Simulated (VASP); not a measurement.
**CdTe: dielectric tensor with r2SCAN**

Crystal: CdTe.

```
Cd Te
1.0
     0.00000    3.37835    3.37835
     3.37835    0.00000    3.37835
     3.37835    3.37835    0.00000
Cd Te
1 1
Direct
  0.00000 0.00000 0.00000
  0.25000 0.25000 0.25000
```

This cell differs from its parent crystal: strain +3.0%.

```json
{
  "Program": "VASP 6.6.1",
  "Task": "dielectric tensor",
  "Functional": "r2SCAN",
  "Potentials or basis": "VASP PAW PBE potentials, release 64 (Cd, Te)",
  "Cutoff": "520 eV",
  "k mesh": "6 × 6 × 6",
  "Occupations": "gaussian, width 0.01 eV",
  "Spin": "no spin polarisation",
  "Dipole correction": "no",
  "Further INCAR settings": "ALGO = Normal; EDIFF = 1e-08"
}
```

The band gap on the k mesh is 0.87 eV, the electronic dielectric tensor (diagonal) is 7.62 and the born charges (mean of the diagonal) is Cd +2.40; Te -2.40 e.

Levels at points of the mesh, in eV from the valence-band top:
| k point | band 5 | band 6 | band 7 | band 8 | band 9 | band 10 | band 11 | band 12 | band 13 |
| --- | --- | --- | --- | --- | --- | --- | --- | --- | --- |
| (0.00, 0.00, 0.00) | -8.03 | -8.03 | 0.00 | 0.00 | 0.00 | 0.87 | 5.09 | 5.09 | 5.09 |
| (0.50, 0.00, 0.00) | -8.02 | -7.74 | -3.82 | -0.62 | -0.62 | 2.08 | 5.61 | 5.61 | 7.21 |
| (0.50, 0.50, 0.00) | -8.00 | -7.63 | -3.77 | -1.51 | -1.51 | 2.95 | 3.12 | 8.76 | 9.16 |

Electronic dielectric tensor:
```
7.62 0.00 0.00
0.00 7.62 0.00
0.00 0.00 7.62
```

Born effective charge tensors (e):
atom 1, Cd
```
2.40 0.00 0.00
0.00 2.40 0.00
0.00 0.00 2.40
```
atom 2, Te
```
-2.40  0.00  0.00
 0.00 -2.40  0.00
 0.00  0.00 -2.40
```

Dipole moments of the cell (e·Å, modulo the quantum): ionic 10.135, 10.135, 10.135; electronic 0.030, 0.030, 0.059

It took 46 min on 1 thread of Intel(R) Xeon(R) Platinum 8559C (Emerald Rapids), on a shared host, peak memory 0.46 GiB.

Caveat: the cell differs from its parent crystal (strain +3.0%); spin-orbit coupling is left out, which moves the levels of the heavy elements.
